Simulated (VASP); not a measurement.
Rh: single point with PBEsol

Rh:

```
Rh
1.0
     2.81291    0.00000    0.00000
    -1.40645    2.43605    0.00000
     0.00000    0.00000    4.29563
Rh
2
Direct
  0.66667 0.33333 0.75000
  0.33333 0.66667 0.25000
```

This cell differs from its parent crystal: strain +0.030 along x and y, -0.030 along z.

```
Program             : VASP 6.6.1
Task                : single point
Functional          : PBEsol
Potentials or basis : VASP PAW PBE potentials, release 64 (Rh_pv)
Cutoff              : 520 eV
k mesh              : 18 × 18 × 12
Occupations         : gaussian, width 0.15 eV
Spin                : no spin polarisation
```

The pressure is -18.5 GPa. The band gap on the k mesh is zero (band 15 reaches 11.14 eV, above the bottom of band 16 at 9.12 eV).

Stress tensor (GPa, compression positive):
```
-21.86   0.00   0.00
  0.00 -21.86   0.00
  0.00   0.00 -11.84
```

Levels at points of the mesh, in eV from the Fermi level:
```csv
k point,band 11,band 12,band 13,band 14,band 15,band 16,band 17,band 18,band 19,band 20
"(0.00, 0.00, 0.00)",-2.42,-2.20,-2.20,-2.11,-2.11,0.10,0.10,1.29,8.73,15.44
"(0.50, 0.00, 0.00)",-2.25,-2.18,-1.82,0.11,0.49,0.71,2.63,4.52,9.97,10.70
"(0.00, 0.00, 0.50)",-3.01,-3.01,-2.75,-2.75,-0.38,-0.38,-0.38,-0.38,14.87,14.87
"(0.50, 0.00, 0.50)",-1.71,-1.71,-0.33,-0.33,0.35,0.35,2.46,2.46,8.50,8.50
```

It took 63 s on 1 thread of Intel(R) Xeon(R) 6975P-C (Granite Rapids), with other jobs on the host, peak memory 0.24 GiB.

Caveat: the cell differs from its parent crystal (strain +0.030 along x and y, -0.030 along z); the PAW data sets were made with another functional, which shifts forces and pressure a little.
